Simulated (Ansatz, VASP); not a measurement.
## Y4C3: VASP beside Ansatz

The input INCAR:

```
PREC = Accurate
ENCUT = 600
EDIFF = 1E-7
ISMEAR = 0
SIGMA = 0.1
LREAL = False
LASPH = True
NELM = 80
ALGO = Normal
ISIF = 3
LWAVE = False
LCHARG = False
GGA = PE
IBRION = 2
NSW = 90
EDIFFG = -0.04
```

The input KPOINTS:

```
regular mesh
0
Gamma
  4 4 4
```

Contents of POSCAR:

```
Y4C3
1.0
    4.7626152200      0.0000000000      0.0000000000
    0.0000000000      4.7626152200      0.0000000000
    0.0000000000      0.0000000000      4.7626152200
Y C
4 3
Direct
    0.5000000000      0.5000000000      0.5000000000
    0.5000000000      0.0000000000      0.0000000000
    0.0000000000      0.5000000000      0.0000000000
    0.0000000000      0.0000000000      0.5000000000
    0.5000000000      0.5000000000      0.0000000000
    0.0000000000      0.5000000000      0.5000000000
    0.5000000000      0.0000000000      0.5000000000
```

Input for Ansatz:

```yaml
crystal:
  lattice:
    - [4.76261522, 0.0, 0.0]
    - [0.0, 4.76261522, 0.0]
    - [0.0, 0.0, 4.76261522]
  atoms:
    - { symbol: "Y", position: [0.5, 0.5, 0.5] }
    - { symbol: "Y", position: [0.5, 0.0, 0.0] }
    - { symbol: "Y", position: [0.0, 0.5, 0.0] }
    - { symbol: "Y", position: [0.0, 0.0, 0.5] }
    - { symbol: C, position: [0.5, 0.5, 0.0] }
    - { symbol: C, position: [0.0, 0.5, 0.5] }
    - { symbol: C, position: [0.5, 0.0, 0.5] }
basis:
  ecutwfc: 420
kpoints:
  mp_grid: { grid: [4, 4, 4] }
hamiltonian:
  xc: pbe
scf:
  occupations: { method: gaussian, width: 0.1 }
  lower_state_search: "off"
output:
  forces: true
  stress: true
  eigenvalues: true
relax:
  adjacent_minimum: "off"
  f_tol: 0.04
  max_steps: 70
  cell: { stress_tol: 0.4 }
```

Change from the starting cell: species swapped into the W3N4 type (Pm-3m, No. 221).

Alike in both runs: task relaxation of cell and atoms; functional PBE; k mesh 4 × 4 × 4; occupations gaussian, width 0.1 eV; no spin polarisation.

|  | VASP | Ansatz |
| --- | --- | --- |
| version | VASP 6.6.1 | Ansatz 0.2.0 |
| potentials or method | VASP PAW PBE potentials, release 64 (Y_sv, C), cutoff 600 eV | scalar-relativistic, plane waves, PAW |
| valence electrons in the cell | 56 | 56 |

```csv
,VASP,Ansatz,Ansatz less VASP
"gap on the k mesh at the Fermi level, each at its own relaxed structure (eV)",none,none,-
relaxed volume (Å³/atom),18.61,18.55,-0.062
relaxed length of the cell vector where the two differ most in proportion (Å),5.070,5.064,-0.0056
```

A gap of «none» marks a metal or a gap that the smearing closes.

Noted on VASP's run: the volume moved by over 15 % at a fixed basis, so the end points are rough.
